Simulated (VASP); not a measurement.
# SrO (Pmn2_1) in VASP: a series of runs

Runs on SrO. Level: PBE. Tasks: single point, relaxation of cell and atoms.

Everything below comes from runs of VASP 6.6.1. Logs are shortened: lines on timing, memory, paths and dates and some standing lists are left out, and cuts for length are marked.

### 1 The cell of the first run

It takes space group Pmn2_1 (No. 31, orthorhombic). Conventional cell: a = 4.115 Å, b = 6.330 Å, c = 6.330 Å, α = 90.00°, β = 90.00°, γ = 90.00°. Sr (site symmetry m) has 3 O at 2.70 to 2.73 Å within 3.6 Å. Within 3.6 Å of O (site symmetry m) lie 3 Sr at 2.70 to 2.73 Å.

### 2 Single point, PBE

The input, INCAR:

```
SYSTEM = SrO
  ALGO = Normal
  EDIFF = 1E-6
  ENCUT = 520
  GGA = PE
  ISIF = 2
  ISMEAR = 0
  LASPH = .True.
  LCHARG = .True.
  LELF = .True.
  LREAL = .False.
  LVHAR = .True.
  LWAVE = .False.
  NBANDS = 24
  NELM = 60
  PREC = Accurate
  SIGMA = 0.1
```

The input, KPOINTS:

```
k-points
0
Gamma
  4 4 4
  0 0 0
```

The input, POSCAR:

```
SrO
1.0
    4.1146370000      0.0000000000      0.0000000000
    0.0000000000      6.3302107700      0.0000000000
    0.0000000000      0.0000000000      6.3302107700
Sr O
2 2
Direct
    0.0000000000      0.7500000000      0.0000000000
    0.5000000000      0.2500000000      0.5000000000
    0.0000000000      0.4450000000      0.3050000000
    0.5000000000      0.5550000000      0.8050000000
```

Potentials or basis: VASP PAW PBE potentials, release 64 (Sr_sv, O).

Launch:

```
$ cat potpaw_PBE.64/Sr_sv/POTCAR potpaw_PBE.64/O/POTCAR > POTCAR
$ mpirun -np 1 vasp_std > vasp.out
```

OUTCAR:

```text
SYSTEM = SrO
   EDIFF = 1E-6
   ENCUT = 520
   GGA = PE
   ISIF = 2
   ISMEAR = 0
   LASPH = .True.
   LREAL = .False.
   NELM = 60
   PREC = Accurate

 ion  position               nearest neighbor table
   1  0.000  0.750  0.000-   4 2.70   4 2.70   3 2.73   2 4.93   2 4.93   2 4.93   2 4.93   2 4.93
                             2 4.93   2 4.93   2 4.93
   2  0.500  0.250  0.500-   3 2.70   3 2.70   4 2.73   1 4.93   1 4.93   1 4.93   1 4.93   1 4.93
                             1 4.93   1 4.93   1 4.93
   3  0.000  0.445  0.305-   2 2.70   2 2.70   1 2.73
   4  0.500  0.555  0.805-   1 2.70   1 2.70   2 2.73

  LATTYP: Found a simple tetragonal cell.
 ALAT       =     6.3302107700
 C/A-ratio  =     0.6499999999

  Lattice vectors:

 A1 = (   0.0000000000,   6.3302107700,   0.0000000000)
 A2 = (   0.0000000000,   0.0000000000,   6.3302107700)
 A3 = (   4.1146370000,   0.0000000000,   0.0000000000)

Analysis of symmetry for initial positions (statically):
=====================================================================
 Subroutine PRICEL returns:
 Original cell was already a primitive cell.

 Routine SETGRP: Setting up the symmetry group for a
 simple tetragonal supercell.

 Subroutine GETGRP returns: Found  4 space group operations
 (whereof  2 operations were pure point group operations)
 out of a pool of 16 trial point group operations.

The static configuration has the point symmetry C_1h.
 The point group associated with its full space group is C_2v.

Analysis of symmetry for dynamics (positions and initial velocities):
=====================================================================
 Subroutine PRICEL returns:
 Original cell was already a primitive cell.

 Routine SETGRP: Setting up the symmetry group for a
 simple tetragonal supercell.

 Subroutine GETGRP returns: Found  4 space group operations
 (whereof  2 operations were pure point group operations)
 out of a pool of 16 trial point group operations.

The dynamic configuration has the point symmetry C_1h.
 The point group associated with its full space group is C_2v.

 Subroutine INISYM returns: Found  4 space group operations
 (whereof  2 operations are pure point group operations),
 and found     1 'primitive' translations

----------------------------------------------------------------------------------------

                                     Primitive cell

  volume of cell :     164.8800

  direct lattice vectors                    reciprocal lattice vectors
     4.114637000  0.000000000  0.000000000     0.243034805  0.000000000  0.000000000
     0.000000000  6.330210770  0.000000000     0.000000000  0.157972623  0.000000000
     0.000000000  0.000000000  6.330210770     0.000000000  0.000000000  0.157972623

  length of vectors
     4.114637000  6.330210770  6.330210770     0.243034805  0.157972623  0.157972623

  position of ions in fractional coordinates (direct lattice)
     0.000000000  0.750000000  0.000000000
     0.500000000  0.250000000  0.500000000
     0.000000000  0.445000000  0.305000000
     0.500000000  0.555000000  0.805000000

  ion indices of the primitive-cell ions
   primitive index   ion index
                 1           1
                 2           2
                 3           3
                 4           4

----------------------------------------------------------------------------------------

 KPOINTS: k-points

Automatic generation of k-mesh.
 Grid dimensions read from file:
 generate k-points for:    4    4    4

 Generating k-lattice:

  Cartesian coordinates                     Fractional coordinates (reciprocal lattice)
     0.060758701  0.000000000  0.000000000     0.250000000  0.000000000  0.000000000
     0.000000000  0.039493156  0.000000000     0.000000000  0.250000000  0.000000000
     0.000000000  0.000000000  0.039493156     0.000000000  0.000000000  0.250000000

  Length of vectors
     0.060758701  0.039493156  0.039493156

  Shift w.r.t. Gamma in fractional coordinates (k-lattice)
     0.000000000  0.000000000  0.000000000

 Subroutine IBZKPT returns following result:
 ===========================================

 Found     27 irreducible k-points:

 Following reciprocal coordinates:
            Coordinates               Weight
  0.000000  0.000000  0.000000      1.000000
  0.250000  0.000000  0.000000      2.000000
  0.500000  0.000000  0.000000      1.000000
  0.000000  0.250000  0.000000      2.000000
  0.000000  0.000000  0.250000      2.000000
  0.250000  0.250000  0.000000      4.000000
[... 16 lines left out ...]
  0.500000  0.500000  0.250000      2.000000
  0.500000 -0.250000  0.500000      2.000000
 [... further k-points ...]
   k-points           NKPTS =     27   k-points in BZ     NKDIM =     27   number of bands    NBANDS=     24
   number of dos      NEDOS =    301   number of ions     NIONS =      4
   total plane-waves  NPLWV =  73728
   dimension x,y,z NGX =    32 NGY =   48 NGZ =   48
   dimension x,y,z NGXF=    64 NGYF=   96 NGZF=   96
   ions per type =               2   2
   NGX,Y,Z   is equivalent  to a cutoff of  12.93, 12.61, 12.61 a.u.
   NGXF,Y,Z  is equivalent  to a cutoff of  25.86, 25.21, 25.21 a.u.
 SYSTEM =  SrO
   PREC   = accura    normal or accurate (medium, high low for compatibility)
   ISTART =      0    job   : 0-new  1-cont  2-samecut
   ICHARG =      2    charge: 1-file 2-atom 10-const
   ISPIN  =      1    spin polarized calculation?
   LNONCOLLINEAR =      F non collinear calculations
   LSORBIT =      F    spin-orbit coupling
   LASPH  =      T    aspherical Exc in radial PAW
   ENCUT  =  520.0 eV  38.22 Ry    6.18 a.u.   7.65 11.77 11.77*2*pi/ulx,y,z
   NELM   =     60;   NELMIN=  2; NELMDL= -5     # of ELM steps
   EDIFF  = 0.1E-05   stopping-criterion for ELM
   LREAL  =      F    real-space projection
   EDIFFG = 0.1E-04   stopping-criterion for IOM
   NSW    =      0    number of steps for IOM
   IBRION =     -1    ionic relax: 0-MD 1-quasi-New 2-CG
   NFREE  =      0    steps in history (QN), initial steepest desc. (CG)
   ISIF   =      2    stress and relaxation
   ISYM   =      2    0-nonsym 1-usesym 2-fastsym
   POTIM  = 0.5000    time-step for ionic-motion
   TEBEG  =    0.0;   TEEND  =   0.0 temperature during run
   PSTRESS=    0.0 pullay stress
   NELECT =      32.0000    total number of electrons
   NUPDOWN=      -1.0000    fix difference up-down
   EMIN   =  10.00;   EMAX   =-10.00  energy-range for DOS
   EFERMI =   0.00;   METHOD = LEGACY
   ISMEAR =     0;   SIGMA  =   0.10  broadening in eV -4-tet -1-fermi 0-gaus
   EFERMI_NEDOS =   21; number of points for ismear=-14 and -15
   IALGO  =     38    algorithm
   IMIX   =      4    mixing-type and parameters
     AMIX     =   0.40;   BMIX     =  1.00
     AMIX_MAG =   1.60;   BMIX_MAG =  1.00
  volume/ion in A,a.u.               =      41.22       278.17
  Fermi-wavevector in a.u.,A,eV,Ry     =   0.947841  1.791160 12.223511  0.898403
  Thomas-Fermi vector in A             =   2.075973
   LORBIT       =      0    0 simple, 1 ext, 2 COOP (PROOUT), +10 PAW based schemes
   GGA     = PE    functional components
   LHFCALC =     F    Hartree Fock is set to
   AEXX    =    0.0000 exact exchange contribution
   IVDW    =     0    specifies the selected vdW correction
   LEPSILON=     F    determine dielectric tensor
   LRPA    =     F    only Hartree local field effects (RPA)
 non-spin polarized calculation
 Gauss-broadening in eV      SIGMA  =   0.10
  energy-cutoff  :      520.00
  volume of cell :      164.88
 maximum number of plane-waves:      4480
 NGX is ok and might be reduce to    32
   NGX = 15   NGY = 23   NGZ = 23

 number of electron      32.0000007 magnetization

 Free energy of the ion-electron system (eV)
  ---------------------------------------------------
  ext. energy  EPLUGINS =         0.00000000
  ---------------------------------------------------
  free energy    TOTEN  =       -18.44549579 eV

  energy without entropy =      -18.44024766  energy(sigma->0) =      -18.44287172

 E-fermi :  -0.6540     XC(G=0):  -6.3859

 val. band max:       -0.7281774466   @ k =   0.0000   0.2500   0.0000
 cond. band min:      -0.6524372472   @ k =   0.0000   0.0000   0.0000
 fundamental gap:      0.0757401993
 Fermi energy:        -0.6540091637

 k-point     1 :       0.0000    0.0000    0.0000
  band No.  band energies     occupation
      1     -35.9823      2.00000
      2     -35.9794      2.00000
      3     -18.0716      2.00000
      4     -18.0640      2.00000
      5     -17.9400      2.00000
      6     -17.9331      2.00000
[... 16 lines left out ...]
     23       4.5710      0.00000
     24       4.8628      0.00000

 k-point     2 :       0.2500    0.0000    0.0000
  band No.  band energies     occupation
      1     -35.9778      2.00000
      2     -35.9758      2.00000
      3     -18.0600      2.00000
      4     -18.0577      2.00000
      5     -17.9414      2.00000
      6     -17.9388      2.00000
[... 16 lines left out ...]
     23       4.2034      0.00000
     24       4.3144      0.00000

 k-point     3 :       0.5000    0.0000    0.0000
  band No.  band energies     occupation
      1     -35.9728      2.00000
      2     -35.9728      2.00000
      3     -18.1113      2.00000
      4     -18.1113      2.00000
      5     -17.9492      2.00000
      6     -17.9492      2.00000
[... 16 lines left out ...]
     23       4.3791      0.00000
     24       4.3791      0.00000
[... 514 lines left out ...]
 k-point    23 :       0.5000    0.5000    0.2500
  band No.  band energies     occupation
      1     -35.9728      2.00000
      2     -35.9728      2.00000
      3     -18.1146      2.00000
      4     -18.1146      2.00000
      5     -17.9468      2.00000
      6     -17.9468      2.00000
[... 16 lines left out ...]
     23       4.2802      0.00000
     24       4.2802      0.00000

 k-point    24 :       0.5000   -0.2500    0.5000
  band No.  band energies     occupation
      1     -35.9728      2.00000
      2     -35.9728      2.00000
      3     -18.1144      2.00000
      4     -18.1144      2.00000
      5     -17.9496      2.00000
      6     -17.9496      2.00000
[... 16 lines left out ...]
     23       4.3335      0.00000
     24       4.3335      0.00000

 [... further k-points ...]
[... 5 lines left out ...]
  --------------------------------------------------------------------------------------
  -------------------------------------------------------------------------------------
  Total       -5.9709643    -12.8798162     -6.1995630      0.0000000      0.0000000      0.0000000
  in kB      -58.0212648   -125.1562031    -60.2426117      0.0000000      0.0000000      0.0000000
  external PRESSURE =     -81.1400265 kB  Pullay stress =       0.0000000 kB

 VOLUME and BASIS-vectors are now :
 -----------------------------------------------------------------------------
  energy-cutoff  :      520.00
  volume of cell :      164.88
      direct lattice vectors                 reciprocal lattice vectors
     4.114637000  0.000000000  0.000000000     0.243034805  0.000000000  0.000000000
     0.000000000  6.330210770  0.000000000     0.000000000  0.157972623  0.000000000
     0.000000000  0.000000000  6.330210770     0.000000000  0.000000000  0.157972623

 POSITION                                       TOTAL-FORCE (eV/Angst)
 -----------------------------------------------------------------------------------
      0.00000      4.74766      0.00000         0.000000     -3.483232     -0.493166
      2.05732      1.58255      3.16511         0.000000      3.483232     -0.493166
      0.00000      2.81694      1.93071         0.000000     -1.007281      0.493166
      2.05732      3.51327      5.09582         0.000000      1.007281      0.493166
 -----------------------------------------------------------------------------------
    total drift:                                0.000000     -0.000000      0.000541

  FREE ENERGIE OF THE ION-ELECTRON SYSTEM (eV)
  ---------------------------------------------------
  free  energy   TOTEN  =       -18.4454957893 eV

  energy  without entropy=      -18.4402476595  energy(sigma->0) =      -18.44287172
```

Wall time 48 s (1 thread of Intel Xeon Platinum 8559C (Emerald Rapids), shared host); peak memory 0.29 GiB.

What came out:

- Free energy: -18.4455 eV
- Pressure: -8.1 GPa
- Largest force: 3.518 eV/Å
- Band gap on the k mesh: 0.08 eV, indirect (least direct gap 0.16 eV)

Forces in eV/Å, atoms in the order of the input:
```
Sr   0.000 -3.483 -0.493
Sr   0.000  3.483 -0.493
O    0.000 -1.007  0.493
O    0.000  1.007  0.493
```

Caveat: forces of over 1 eV/Å act on the atoms, so gaps and moduli don't describe the material at rest.

(Continued in part 2 of 2.)
